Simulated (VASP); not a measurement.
# FeO (Fm-3m) in VASP: further runs

The runs below take FeO through single point, with LDA.

Program: VASP 6.6.1. These are calculated values, not measurements. Logs are shortened: lines on timing, memory, paths and dates and some standing lists are left out, and cuts for length are marked.

**1. The cell of the first run**

The structure is cubic, space group Fm-3m (No. 225). Conventional cell: a = 4.311 Å, b = 4.311 Å, c = 4.311 Å, α = 90.00°, β = 90.00°, γ = 90.00°. Within 2.9 Å of Fe (site symmetry m-3m) lie 6 O at 2.16 Å. Within 2.9 Å of O (site symmetry m-3m) lie 6 Fe at 2.16 Å.

**2. Single point, LDA, collinear spin, zero start**

Contents of INCAR:

```
SYSTEM = FeO
ALGO = Normal ; EDIFF = 1E-6
ENCUT = 600 ; GGA_COMPAT = .False.
ISIF = 2 ; ISMEAR = -1
ISPIN = 2 ; LASPH = .True.
LCHARG = .True. ; LELF = .True.
LMAXMIX = 4 ; LORBIT = 11
LREAL = .False. ; LVHAR = .True.
LWAVE = .False. ; MAGMOM = 0 0
NBANDS = 18 ; NELM = 200
NUPDOWN = 0.0 ; PREC = Accurate
SIGMA = 0.15
```

Contents of KPOINTS:

```
k-points
0
Gamma
  13 13 13
  0 0 0
```

Contents of POSCAR:

```
FeO
1.0
    0.0000000000      2.1554000000      2.1554000000
    2.1554000000      0.0000000000      2.1554000000
    2.1554000000      2.1554000000      0.0000000000
Fe O
1 1
Direct
    0.0000000000      0.0000000000      0.0000000000
    0.5000000000      0.5000000000      0.5000000000
```

Potentials or basis: VASP PAW LDA potentials, release 64 (Fe, O).

Started as:

```console
$ cat potpaw_LDA.64/Fe/POTCAR potpaw_LDA.64/O/POTCAR > POTCAR
$ mpirun -np 1 vasp_std > vasp.out
```

OUTCAR:

```text
SYSTEM = FeO
   EDIFF = 1E-6
   ENCUT = 600
   ISIF = 2
   ISMEAR = -1
   ISPIN = 2
   LASPH = .True.
   LORBIT = 11
   LREAL = .False.
   NELM = 200
   NUPDOWN = 0.0
   PREC = Accurate

 ion  position               nearest neighbor table
   1  0.000  0.000  0.000-   2 2.16   2 2.16   2 2.16   2 2.16   2 2.16   2 2.16
   2  0.500  0.500  0.500-   1 2.16   1 2.16   1 2.16   1 2.16   1 2.16   1 2.16

  LATTYP: Found a face centered cubic cell.
 ALAT       =     4.3108000000

  Lattice vectors:

 A1 = (   0.0000000000,   2.1554000000,   2.1554000000)
 A2 = (   2.1554000000,   0.0000000000,   2.1554000000)
 A3 = (   2.1554000000,   2.1554000000,   0.0000000000)

Analysis of symmetry for initial positions (statically):
=====================================================================
 Subroutine PRICEL returns:
 Original cell was already a primitive cell.

 Routine SETGRP: Setting up the symmetry group for a
 face centered cubic supercell.

 Subroutine GETGRP returns: Found 48 space group operations
 (whereof 48 operations were pure point group operations)
 out of a pool of 48 trial point group operations.

The static configuration has the point symmetry O_h .

Analysis of symmetry for dynamics (positions and initial velocities):
=====================================================================
 Subroutine PRICEL returns:
 Original cell was already a primitive cell.

 Routine SETGRP: Setting up the symmetry group for a
 face centered cubic supercell.

 Subroutine GETGRP returns: Found 48 space group operations
 (whereof 48 operations were pure point group operations)
 out of a pool of 48 trial point group operations.

The dynamic configuration has the point symmetry O_h .

Analysis of structural, dynamic, and magnetic symmetry:
=====================================================================
 Subroutine PRICEL returns:
 Original cell was already a primitive cell.

 Routine SETGRP: Setting up the symmetry group for a
 face centered cubic supercell.

 Subroutine GETGRP returns: Found 48 space group operations
 (whereof 48 operations were pure point group operations)
 out of a pool of 48 trial point group operations.

The overall configuration has the point symmetry O_h .

 Subroutine INISYM returns: Found 48 space group operations
 (whereof 48 operations are pure point group operations),
 and found     1 'primitive' translations

----------------------------------------------------------------------------------------

                                     Primitive cell

  volume of cell :      20.0269

  direct lattice vectors                    reciprocal lattice vectors
     0.000000000  2.155400000  2.155400000    -0.231975503  0.231975503  0.231975503
     2.155400000  0.000000000  2.155400000     0.231975503 -0.231975503  0.231975503
     2.155400000  2.155400000  0.000000000     0.231975503  0.231975503 -0.231975503

  length of vectors
     3.048195912  3.048195912  3.048195912     0.401793358  0.401793358  0.401793358

  position of ions in fractional coordinates (direct lattice)
     0.000000000  0.000000000  0.000000000
     0.500000000  0.500000000  0.500000000

  ion indices of the primitive-cell ions
   primitive index   ion index
                 1           1
                 2           2

----------------------------------------------------------------------------------------

 KPOINTS: k-points

Automatic generation of k-mesh.
 Grid dimensions read from file:
 generate k-points for:   13   13   13

 Generating k-lattice:

  Cartesian coordinates                     Fractional coordinates (reciprocal lattice)
    -0.017844269  0.017844269  0.017844269     0.076923077  0.000000000  0.000000000
     0.017844269 -0.017844269  0.017844269     0.000000000  0.076923077  0.000000000
     0.017844269  0.017844269 -0.017844269     0.000000000  0.000000000  0.076923077

  Length of vectors
     0.030907181  0.030907181  0.030907181

  Shift w.r.t. Gamma in fractional coordinates (k-lattice)
     0.000000000  0.000000000  0.000000000

 Subroutine IBZKPT returns following result:
 ===========================================

 Found     84 irreducible k-points:

 Following reciprocal coordinates:
            Coordinates               Weight
  0.000000  0.000000  0.000000      1.000000
  0.076923  0.000000  0.000000      8.000000
  0.153846  0.000000  0.000000      8.000000
  0.230769  0.000000  0.000000      8.000000
  0.307692  0.000000  0.000000      8.000000
  0.384615  0.000000  0.000000      8.000000
[... 16 lines left out ...]
  0.384615  0.153846  0.000000     24.000000
  0.461538  0.153846  0.000000     24.000000
 [... further k-points ...]
   k-points           NKPTS =     84   k-points in BZ     NKDIM =     84   number of bands    NBANDS=     18
   number of dos      NEDOS =    301   number of ions     NIONS =      2
   total plane-waves  NPLWV =  13824
   dimension x,y,z NGX =    24 NGY =   24 NGZ =   24
   dimension x,y,z NGXF=    48 NGYF=   48 NGZF=   48
   ions per type =               1   1
   NGX,Y,Z   is equivalent  to a cutoff of  13.09, 13.09, 13.09 a.u.
   NGXF,Y,Z  is equivalent  to a cutoff of  26.18, 26.18, 26.18 a.u.
 SYSTEM =  FeO
   PREC   = accura    normal or accurate (medium, high low for compatibility)
   ISTART =      0    job   : 0-new  1-cont  2-samecut
   ICHARG =      2    charge: 1-file 2-atom 10-const
   ISPIN  =      2    spin polarized calculation?
   LNONCOLLINEAR =      F non collinear calculations
   LSORBIT =      F    spin-orbit coupling
   LASPH  =      T    aspherical Exc in radial PAW
   ENCUT  =  600.0 eV  44.10 Ry    6.64 a.u.   6.09  6.09  6.09*2*pi/ulx,y,z
   NELM   =    200;   NELMIN=  2; NELMDL= -5     # of ELM steps
   EDIFF  = 0.1E-05   stopping-criterion for ELM
   LREAL  =      F    real-space projection
   EDIFFG = 0.1E-04   stopping-criterion for IOM
   NSW    =      0    number of steps for IOM
   IBRION =     -1    ionic relax: 0-MD 1-quasi-New 2-CG
   NFREE  =      0    steps in history (QN), initial steepest desc. (CG)
   ISIF   =      2    stress and relaxation
   ISYM   =      2    0-nonsym 1-usesym 2-fastsym
   POTIM  = 0.5000    time-step for ionic-motion
   TEBEG  =    0.0;   TEEND  =   0.0 temperature during run
   PSTRESS=    0.0 pullay stress
   NELECT =      14.0000    total number of electrons
   NUPDOWN=       0.0000    fix difference up-down
   EMIN   =  10.00;   EMAX   =-10.00  energy-range for DOS
   EFERMI =   0.00;   METHOD = LEGACY
   ISMEAR =    -1;   SIGMA  =   0.15  broadening in eV -4-tet -1-fermi 0-gaus
   EFERMI_NEDOS =   21; number of points for ismear=-14 and -15
   IALGO  =     38    algorithm
   IMIX   =      4    mixing-type and parameters
     AMIX     =   0.40;   BMIX     =  1.00
     AMIX_MAG =   1.60;   BMIX_MAG =  1.00
  volume/ion in A,a.u.               =      10.01        67.57
  Fermi-wavevector in a.u.,A,eV,Ry     =   1.452935  2.745650 28.722187  2.111021
  Thomas-Fermi vector in A             =   2.570260
   LORBIT       =     11    0 simple, 1 ext, 2 COOP (PROOUT), +10 PAW based schemes
   GGA     = CA    functional components
   LHFCALC =     F    Hartree Fock is set to
   AEXX    =    0.0000 exact exchange contribution
   IVDW    =     0    specifies the selected vdW correction
   LEPSILON=     F    determine dielectric tensor
   LRPA    =     F    only Hartree local field effects (RPA)
 spin polarized calculation
  energy-cutoff  :      600.00
  volume of cell :       20.03
 maximum number of plane-waves:       684
   NGX = 13   NGY = 13   NGZ = 13

 number of electron      13.9999998 magnetization       0.0000000

 number of electron      13.9999998 magnetization      -0.0000000

 Free energy of the ion-electron system (eV)
  ---------------------------------------------------
  ext. energy  EPLUGINS =         0.00000000
  ---------------------------------------------------
  free energy    TOTEN  =       -15.50714937 eV

  energy without entropy =      -15.08654928  energy(sigma->0) =      -15.29684933

 E-fermi :   5.2613     XC(G=0): -12.6777

 val. band max:        5.2611565422   @ k =   0.3846   0.3077   0.0000
 cond. band min:       5.2622785567   @ k =  -0.3846   0.3846   0.0769
 fundamental gap:      0.0011220145
 Fermi energy:         5.2612651340

 spin component 1

 k-point     1 :       0.0000    0.0000    0.0000
  band No.  band energies     occupation
      1     -14.8879      1.00000
      2       1.6549      1.00000
      3       1.6549      1.00000
      4       1.6549      1.00000
      5       3.9627      0.99983
      6       3.9627      0.99983
[... 10 lines left out ...]
     17      27.0877      0.00000
     18      30.0053      0.00000
[... 463 lines left out ...]
 k-point    24 :       0.4615    0.1538    0.0000
  band No.  band energies     occupation
      1     -13.8020      1.00000
      2      -2.2553      1.00000
      3      -0.4294      1.00000
      4      -0.0766      1.00000
      5       4.4032      0.99673
      6       5.0183      0.83476
[... 10 lines left out ...]
     17      31.3295      0.00000
     18      33.0555      0.00000

 [... further k-points ...]

 spin component 2

 k-point     1 :       0.0000    0.0000    0.0000
  band No.  band energies     occupation
      1     -14.8879      1.00000
      2       1.6549      1.00000
      3       1.6549      1.00000
      4       1.6549      1.00000
      5       3.9627      0.99983
      6       3.9627      0.99983
[... 10 lines left out ...]
     17      27.0877      0.00000
     18      30.0053      0.00000
[... 463 lines left out ...]
 k-point    24 :       0.4615    0.1538    0.0000
  band No.  band energies     occupation
      1     -13.8020      1.00000
      2      -2.2553      1.00000
      3      -0.4294      1.00000
      4      -0.0766      1.00000
      5       4.4032      0.99673
      6       5.0183      0.83476
[... 10 lines left out ...]
     17      31.3295      0.00000
     18      33.0555      0.00000

 [... further k-points ...]
[... 5 lines left out ...]
  --------------------------------------------------------------------------------------
  -------------------------------------------------------------------------------------
  Total       -4.6934570     -4.6934570     -4.6934570      0.0000000      0.0000000     -0.0000000
  in kB     -375.4825831   -375.4825831   -375.4825831      0.0000000      0.0000000     -0.0000000
  external PRESSURE =    -375.4825831 kB  Pullay stress =       0.0000000 kB

 VOLUME and BASIS-vectors are now :
 -----------------------------------------------------------------------------
  energy-cutoff  :      600.00
  volume of cell :       20.03
      direct lattice vectors                 reciprocal lattice vectors
     0.000000000  2.155400000  2.155400000    -0.231975503  0.231975503  0.231975503
     2.155400000  0.000000000  2.155400000     0.231975503 -0.231975503  0.231975503
     2.155400000  2.155400000  0.000000000     0.231975503  0.231975503 -0.231975503

 POSITION                                       TOTAL-FORCE (eV/Angst)
 -----------------------------------------------------------------------------------
      0.00000      0.00000      0.00000         0.000000      0.000000      0.000000
      2.15540      2.15540      2.15540         0.000000      0.000000      0.000000
 -----------------------------------------------------------------------------------
    total drift:                                0.000000     -0.000000      0.000000

  FREE ENERGIE OF THE ION-ELECTRON SYSTEM (eV)
  ---------------------------------------------------
  free  energy   TOTEN  =       -15.5071493715 eV

  energy  without entropy=      -15.0865492799  energy(sigma->0) =      -15.29684933

 total charge

# of ion       s       p       d       tot
------------------------------------------
    1        0.267   0.326   6.286   6.879
    2        1.543   3.338   0.000   4.881
--------------------------------------------------
tot          1.809   3.664   6.286  11.760

 magnetization (x)

# of ion       s       p       d       tot
------------------------------------------
    1       -0.000  -0.000  -0.000  -0.000
    2       -0.000   0.000   0.000   0.000
--------------------------------------------------
tot         -0.000   0.000  -0.000  -0.000
```

Wall time 26 s (1 thread of Intel Xeon Platinum 8559C (Emerald Rapids), shared host); peak memory 0.17 GiB.

Results:

```yaml
Free_energy: -15.5071 eV
Pressure: -37.5 GPa
Net_moment: 0.00 μB per cell
Valence_electrons_inside_the_program's_atomic_spheres: Fe 6.88; O 4.88
```

Caveat: the cell stands under tension; the total moment is fixed, so each spin has its own Fermi level.

(Part 1 of 2 ends here.)
